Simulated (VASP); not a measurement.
P, 2 atoms in the cell. The structure is orthorhombic, space group Imma (No. 74). The conventional cell has a = 3.100 Å, b = 4.609 Å, c = 4.429 Å, α = 90.00°, β = 90.00°, γ = 90.00°. Within 3.2 Å of P (site symmetry mm2) lie 8 P at 2.33 to 3.10 Å.  This cell differs from its parent crystal: ratio of the length along z to the lengths across it x 1.3, volume and fractional coordinates fixed.

- Program: VASP 6.6.1
- Task: single point
- Functional: PBEsol
- Dispersion: D3(BJ)
- Potentials or basis: VASP PAW PBE potentials, release 64 (P)
- Cutoff: 520 eV
- k mesh: 20 × 20 × 20
- Occupations: gaussian, width 0.15 eV
- Spin: no spin polarisation
- Dipole correction: no
- Further INCAR settings: ALGO = Normal; EDIFF = 1e-07; NBANDS = 12

Potentials or basis: VASP PAW PBE potentials, release 64 (P).

Launch:

```console
$ cat potpaw_PBE.64/P/POTCAR > POTCAR
$ mpirun -np 1 vasp_std > vasp.out
```

Hardware: 1 thread of Intel Xeon 8259CL (shared host).

How long does it take, and how much memory?

It took 8 min on 1 thread of Intel Xeon 8259CL (shared host), peak memory 0.44 GiB. Counts: scf iterations 12, k points 1166.
